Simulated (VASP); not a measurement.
# GaN in VASP: notebook

GaN is run at these levels: LDA; tasks: single point.

Everything below comes from runs of VASP 6.6.1. Logs are shortened: lines on timing, memory, paths and dates and some standing lists are left out, and cuts for length are marked.

## 1. The cell of the first run

The structure is hexagonal, space group P6_3mc (No. 186). Conventional cell: a = 3.152 Å, b = 3.152 Å, c = 5.138 Å, α = 90.00°, β = 90.00°, γ = 120.00°. Within 2.5 Å of Ga (site symmetry 3m) lie 4 N at 1.91 to 1.99 Å. N (site symmetry 3m) has 4 Ga at 1.91 to 1.99 Å within 2.5 Å.

## 2. Single point, LDA (mode 11 frozen in at +0.000 Å and mode 13 at +0.045 Å (largest displacements))

Contents of INCAR:

```
SYSTEM = GaN
ALGO = Normal ; EDIFF = 1E-7
ENCUT = 520 ; GGA = CA
ISIF = 2 ; ISMEAR = 0
LASPH = .True. ; LCHARG = .True.
LELF = .True. ; LREAL = .False.
LVHAR = .True. ; LWAVE = .False.
NBANDS = 46 ; NELM = 60
PREC = Accurate ; SIGMA = 0.05
```

Contents of KPOINTS:

```
k-points
0
Gamma
  8 6 6
  0 0 0
```

Contents of POSCAR:

```
GaN
1.0
   -3.1515767111      0.0000000000      0.0000000000
    0.0000000000      0.0000000000     -5.1382481593
    0.0000000000     -5.4586909876      0.0000000000
Ga N
4 4
Direct
    0.5000000000      0.0024802085      0.1666651193
    0.0000000000      0.0024802085      0.6666651193
    0.0000000000      0.5024802085      0.3333348807
    0.5000000000      0.5024802085      0.8333348807
    0.5000000000      0.6154435947      0.1666571504
    0.0000000000      0.6154435947      0.6666571504
    0.0000000000      0.1154435947      0.3333428496
    0.5000000000      0.1154435947      0.8333428496
```

Potentials or basis: VASP PAW LDA potentials, release 64 (Ga_d, N).

Started as:

```console
$ cat potpaw_LDA.64/Ga_d/POTCAR potpaw_LDA.64/N/POTCAR > POTCAR
$ mpirun -np 1 vasp_std > vasp.out
```

OUTCAR:

```text
SYSTEM = GaN
   EDIFF = 1E-7
   ENCUT = 520
   GGA = CA
   ISIF = 2
   ISMEAR = 0
   LASPH = .True.
   LREAL = .False.
   NELM = 60
   PREC = Accurate

 ion  position               nearest neighbor table
   1  0.500  0.002  0.167-   8 1.91   7 1.91   7 1.91   5 1.99
   2  0.000  0.002  0.667-   7 1.91   8 1.91   8 1.91   6 1.99
   3  0.000  0.502  0.333-   6 1.91   5 1.91   5 1.91   7 1.99
   4  0.500  0.502  0.833-   5 1.91   6 1.91   6 1.91   8 1.99
   5  0.500  0.615  0.167-   4 1.91   3 1.91   3 1.91   1 1.99
   6  0.000  0.615  0.667-   3 1.91   4 1.91   4 1.91   2 1.99
   7  0.000  0.115  0.333-   2 1.91   1 1.91   1 1.91   3 1.99
   8  0.500  0.115  0.833-   1 1.91   2 1.91   2 1.91   4 1.99

  LATTYP: Found a simple orthorhombic cell.
 ALAT       =     3.1515767111
 B/A-ratio  =     1.6303738193
 C/A-ratio  =     1.7320508076

  Lattice vectors:

 A1 = (  -3.1515767111,   0.0000000000,   0.0000000000)
 A2 = (   0.0000000000,   0.0000000000,  -5.1382481593)
 A3 = (   0.0000000000,  -5.4586909876,   0.0000000000)

Analysis of symmetry for initial positions (statically):
=====================================================================
 Subroutine PRICEL returns following result:

  LATTYP: Found a hexagonal cell.
 ALAT       =     3.1515767111
 C/A-ratio  =     1.6303738193

  Lattice vectors:

 A1 = (  -1.5757883556,  -2.7293454938,   0.0000000000)
 A2 = (  -1.5757883556,   2.7293454938,   0.0000000000)
 A3 = (   0.0000000000,   0.0000000000,  -5.1382481593)

   2 primitive cells build up your supercell.

 Routine SETGRP: Setting up the symmetry group for a
 simple orthorhombic supercell.

 Subroutine GETGRP returns: Found  4 space group operations
 (whereof  2 operations were pure point group operations)
 out of a pool of  8 trial point group operations.

The static configuration has the point symmetry C_1h.
 The point group associated with its full space group is C_2v.

Analysis of symmetry for dynamics (positions and initial velocities):
=====================================================================
 Subroutine PRICEL returns following result:

  LATTYP: Found a hexagonal cell.
 ALAT       =     3.1515767111
 C/A-ratio  =     1.6303738193

  Lattice vectors:

 A1 = (  -1.5757883556,  -2.7293454938,   0.0000000000)
 A2 = (  -1.5757883556,   2.7293454938,   0.0000000000)
 A3 = (   0.0000000000,   0.0000000000,  -5.1382481593)
[... 119 lines left out ...]
   IBRION =     -1    ionic relax: 0-MD 1-quasi-New 2-CG
   NFREE  =      0    steps in history (QN), initial steepest desc. (CG)
   ISIF   =      2    stress and relaxation
   ISYM   =      2    0-nonsym 1-usesym 2-fastsym
   POTIM  = 0.5000    time-step for ionic-motion
   TEBEG  =    0.0;   TEEND  =   0.0 temperature during run
   PSTRESS=    0.0 pullay stress
   NELECT =      72.0000    total number of electrons
   NUPDOWN=      -1.0000    fix difference up-down
   EMIN   =  10.00;   EMAX   =-10.00  energy-range for DOS
   EFERMI =   0.00;   METHOD = LEGACY
   ISMEAR =     0;   SIGMA  =   0.05  broadening in eV -4-tet -1-fermi 0-gaus
   EFERMI_NEDOS =   21; number of points for ismear=-14 and -15
   IALGO  =     38    algorithm
   IMIX   =      4    mixing-type and parameters
     AMIX     =   0.40;   BMIX     =  1.00
     AMIX_MAG =   1.60;   BMIX_MAG =  1.00
  volume/ion in A,a.u.               =      11.05        74.57
  Fermi-wavevector in a.u.,A,eV,Ry     =   1.528886  2.889176 31.803525  2.337493
  Thomas-Fermi vector in A             =   2.636583
   LORBIT       =      0    0 simple, 1 ext, 2 COOP (PROOUT), +10 PAW based schemes
   GGA     = CA    functional components
   LHFCALC =     F    Hartree Fock is set to
   AEXX    =    0.0000 exact exchange contribution
   IVDW    =     0    specifies the selected vdW correction
   LEPSILON=     F    determine dielectric tensor
   LRPA    =     F    only Hartree local field effects (RPA)
 non-spin polarized calculation
 Gauss-broadening in eV      SIGMA  =   0.05
  energy-cutoff  :      520.00
  volume of cell :       88.40
 maximum number of plane-waves:      2408
 NGX is ok and might be reduce to    24
   NGX = 11   NGY = 19   NGZ = 21

 number of electron      71.9999968 magnetization

 Free energy of the ion-electron system (eV)
  ---------------------------------------------------
  ext. energy  EPLUGINS =         0.00000000
  ---------------------------------------------------
  free energy    TOTEN  =       -55.75050133 eV

  energy without entropy =      -55.75050133  energy(sigma->0) =      -55.75050133

 E-fermi :   5.7034     XC(G=0): -12.2978

 val. band max:        5.4986782240   @ k =   0.0000   0.0000   0.0000
 cond. band min:       7.6040637177   @ k =   0.0000   0.0000   0.0000
 fundamental gap:      2.1053854938
 Fermi energy:         5.7034420073

 k-point     1 :       0.0000    0.0000    0.0000
  band No.  band energies     occupation
      1     -10.7140      2.00000
      2      -9.7621      2.00000
      3      -9.7305      2.00000
      4      -9.5568      2.00000
      5      -8.1429      2.00000
      6      -8.1428      2.00000
[... 1165 lines left out ...]
     45      15.0640      0.00000
     46      15.2303      0.00000

 [... further k-points ...]

------------------------ aborting loop because EDIFF is reached ----------------------------------------

  FORCE on cell =-STRESS in cart. coord.  units (eV):
  Direction    XX          YY          ZZ          XY          YZ          ZX
  --------------------------------------------------------------------------------------
  -------------------------------------------------------------------------------------
  Total        1.9552421      1.9553979     -1.3348653      0.0000000      0.0000000      0.0000000
  in kB       35.4388533     35.4416766    -24.1944946      0.0000000      0.0000000      0.0000000
  external PRESSURE =      15.5620118 kB  Pullay stress =       0.0000000 kB

 VOLUME and BASIS-vectors are now :
 -----------------------------------------------------------------------------
  energy-cutoff  :      520.00
  volume of cell :       88.40
      direct lattice vectors                 reciprocal lattice vectors
    -3.151576711  0.000000000  0.000000000    -0.317301494  0.000000000  0.000000000
     0.000000000  0.000000000 -5.138248159     0.000000000  0.000000000 -0.194618860
     0.000000000 -5.458690988  0.000000000     0.000000000 -0.183194103  0.000000000

 POSITION                                       TOTAL-FORCE (eV/Angst)
 -----------------------------------------------------------------------------------
     -1.57579     -0.90977     -0.01274         0.000000     -0.000762      0.596257
      0.00000     -3.63912     -0.01274        -0.000000     -0.000762      0.596257
      0.00000     -1.81957     -2.58187        -0.000000      0.000762      0.596257
     -1.57579     -4.54892     -2.58187        -0.000000      0.000762      0.596257
     -1.57579     -0.90973     -3.16230         0.000000     -0.001098     -0.596257
      0.00000     -3.63908     -3.16230        -0.000000     -0.001098     -0.596257
      0.00000     -1.81962     -0.59318        -0.000000      0.001098     -0.596257
     -1.57579     -4.54896     -0.59318        -0.000000      0.001098     -0.596257
 -----------------------------------------------------------------------------------
    total drift:                               -0.000000     -0.000011      0.000346

  FREE ENERGIE OF THE ION-ELECTRON SYSTEM (eV)
  ---------------------------------------------------
  free  energy   TOTEN  =       -55.7505013341 eV

  energy  without entropy=      -55.7505013340  energy(sigma->0) =      -55.75050133
```

stdout:

```text
POSCAR found type information on POSCAR GaN
 POSCAR found :  2 types and       8 ions
 scaLAPACK will be used
 LDA part: xc-table for (Slater(with rela. corr.)+CA(PZ))
 , standard interpolation
 POSCAR, INCAR and KPOINTS ok, starting setup
 FFT: planning ... GRIDC
 FFT: planning ... GRID_SOFT
 FFT: planning ... GRID
 WAVECAR not read
 entering main loop
```

It took 4.7 min on 1 thread of Intel Xeon 6975P-C, shared host; peak memory 0.33 GiB.

Results:

| Item | Value |
| --- | --- |
| Free energy | -55.7505 eV |
| Pressure | 1.6 GPa |
| Largest force | 0.596 eV/Å |
| Band gap on the k mesh | 2.11 eV |

Forces in eV/Å, atoms in the order of the input:
```
Ga   0.000 -0.001  0.596
Ga   0.000 -0.001  0.596
Ga   0.000  0.001  0.596
Ga   0.000  0.001  0.596
N    0.000 -0.001 -0.596
N    0.000 -0.001 -0.596
N    0.000  0.001 -0.596
N    0.000  0.001 -0.596
```

Stress tensor (GPa, compression positive):
```
 3.54  0.00  0.00
 0.00  3.54  0.00
 0.00  0.00 -2.42
```

Caveat: the cell differs from its parent crystal (mode 11 frozen in at +0.000 Å and mode 13 at +0.045 Å (largest displacements)).

## 3. Single point, LDA (mode 11 frozen in at +0.000 Å and mode 13 at +0.091 Å (largest displacements))

Contents of INCAR:

```
ALGO     = Normal         # electronic algorithm
EDIFF    = 1E-6           # SCF threshold, eV
ENCUT    = 520            # plane-wave cutoff, eV
ISIF     = 2              # what is computed and relaxed
ISMEAR   = 0              # smearing method
LASPH    = True           # aspherical terms in the spheres
LCHARG   = False          # write CHGCAR
LREAL    = False          # projectors in reciprocal space
LWAVE    = False          # write WAVECAR
NBANDS   = 46             # bands
NELM     = 100            # most SCF steps
PREC     = Accurate       # precision mode
SIGMA    = 0.05           # smearing width, eV
```

Contents of KPOINTS:

```
k-points
0
Gamma
  8 6 6
```

Contents of POSCAR:

```
GaN
1.0
   -3.1515767111      0.0000000000      0.0000000000
    0.0000000000      0.0000000000     -5.1382481593
    0.0000000000     -5.4586909876      0.0000000000
Ga N
4 4
Direct
    0.5000000000      0.0042591640      0.1666635719
    0.0000000000      0.0042591640      0.6666635719
    0.0000000000      0.5042591640      0.3333364281
    0.5000000000      0.5042591640      0.8333364281
    0.5000000000      0.6065884424      0.1666476341
    0.0000000000      0.6065884424      0.6666476341
    0.0000000000      0.1065884424      0.3333523659
    0.5000000000      0.1065884424      0.8333523659
```

Potentials or basis: VASP PAW LDA potentials, release 64 (Ga_d, N).

Started as:

```console
$ cat potpaw_LDA.64/Ga_d/POTCAR potpaw_LDA.64/N/POTCAR > POTCAR
$ mpirun -np 1 vasp_std > vasp.out
```

Run time: 4.6 min. Hardware: 1 thread of Intel Xeon 6975P-C, shared host; peak memory 0.33 GiB.

The run converged. Its results:

| Property | Result |
| --- | --- |
| Free energy | -55.5715 eV |
| Pressure | 2.4 GPa |
| Largest force | 1.015 eV/Å |
| Band gap on the k mesh | 2.04 eV |

Forces in eV/Å, atoms in the order of the input:
```
Ga   0.000 -0.002  1.015
Ga   0.000 -0.002  1.015
Ga   0.000  0.002  1.015
Ga   0.000  0.002  1.015
N    0.000 -0.002 -1.015
N    0.000 -0.002 -1.015
N    0.000  0.002 -1.015
N    0.000  0.002 -1.015
```

Stress tensor (GPa, compression positive):
```
 5.86  0.00  0.00
 0.00  5.88  0.00
 0.00  0.00 -4.65
```

Levels at points of the mesh, in eV from the valence-band top:
```tsv
k point	band 34	band 35	band 36	band 37	band 38	band 39
(0.00, 0.00, 0.00)	-0.25	-0.25	0.00	2.04	4.07	4.79
(0.50, 0.00, 0.00)	-2.66	-1.84	-1.84	5.89	5.89	6.66
(0.00, 0.50, 0.00)	-0.75	-0.75	-0.75	4.27	4.27	4.33
(0.50, 0.50, 0.00)	-1.66	-1.66	-1.66	5.71	5.71	5.71
(0.00, 0.00, 0.50)	-0.88	-0.62	-0.62	4.28	4.28	5.74
(0.50, 0.00, 0.50)	-2.13	-1.49	-1.49	4.79	4.79	5.56
(0.00, 0.50, 0.50)	-1.62	-1.62	-1.62	5.22	5.22	5.22
(0.50, 0.50, 0.50)	-1.88	-1.88	-1.88	4.33	4.33	4.33
```

Caveat: the cell differs from its parent crystal (mode 11 frozen in at +0.000 Å and mode 13 at +0.091 Å (largest displacements)); forces of over 1 eV/Å act on the atoms, so gaps and moduli don't describe the material at rest.
